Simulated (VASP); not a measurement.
B:

```
B
1.0
     2.45400    1.41682    4.18900
    -2.45400    1.41682    4.18900
     0.00000   -2.83364    4.18900
B
12
Direct
  0.01040 0.65730 0.01040
  0.01040 0.01040 0.65730
  0.65730 0.01040 0.01040
  0.98960 0.34270 0.98960
  0.34270 0.98960 0.98960
  0.98960 0.98960 0.34270
  0.22060 0.63230 0.22060
  0.22060 0.22060 0.63230
  0.63230 0.22060 0.22060
  0.77940 0.36770 0.77940
  0.36770 0.77940 0.77940
  0.77940 0.77940 0.36770
```

| Quantity | Value |
| --- | --- |
| Program | VASP 6.6.1 |
| Task | relaxation of cell and atoms |
| Functional | PBEsol |
| Potentials or basis | VASP PAW PBE potentials, release 64 (B) |
| Cutoff | 600 eV |
| k mesh | 7 × 7 × 7 |
| Occupations | fermi-dirac, width 0.01 eV |
| Spin | no spin polarisation |

At the start: pressure -2.7 GPa; volume 7.28 Å³/atom.

Problem. Where does the relaxation end?

Solution. Over 8 steps the energy falls by 5.2 meV/atom and the volume is 7.16 Å³/atom (-1.7 %); space group R-3m (No. 166, to 0.05 Å).

Step by step:
```
step  energy change (eV)  largest force (eV/Å)  pressure (GPa)  volume (Å³)
   1              0.0000                0.8312           -2.66        87.39
   2              0.0354                1.3812           -0.12        85.87
   3             -0.0550                0.1053           -1.76        86.70
   4             -0.0613                0.0774            0.65        85.72
   5             -0.0617                0.0497            0.16        85.91
   6             -0.0623                0.0177           -0.06        85.91
   7             -0.0623                0.0136           -0.04        85.91
   8             -0.0623                0.0050            0.02        85.89
```

Final structure:
```
B
1.0
     2.43900    1.40816    4.16805
    -2.43900    1.40816    4.16805
     0.00000   -2.81631    4.16805
B
12
Direct
  0.01066 0.65371 0.01066
  0.01066 0.01066 0.65371
  0.65371 0.01066 0.01066
  0.98934 0.34629 0.98934
  0.34629 0.98934 0.98934
  0.98934 0.98934 0.34629
  0.22168 0.62966 0.22168
  0.22168 0.22168 0.62966
  0.62966 0.22168 0.22168
  0.77832 0.37034 0.77832
  0.37034 0.77832 0.77832
  0.77832 0.77832 0.37034
```

Caveat: the PAW data sets were made with another functional, which shifts forces and pressure a little.
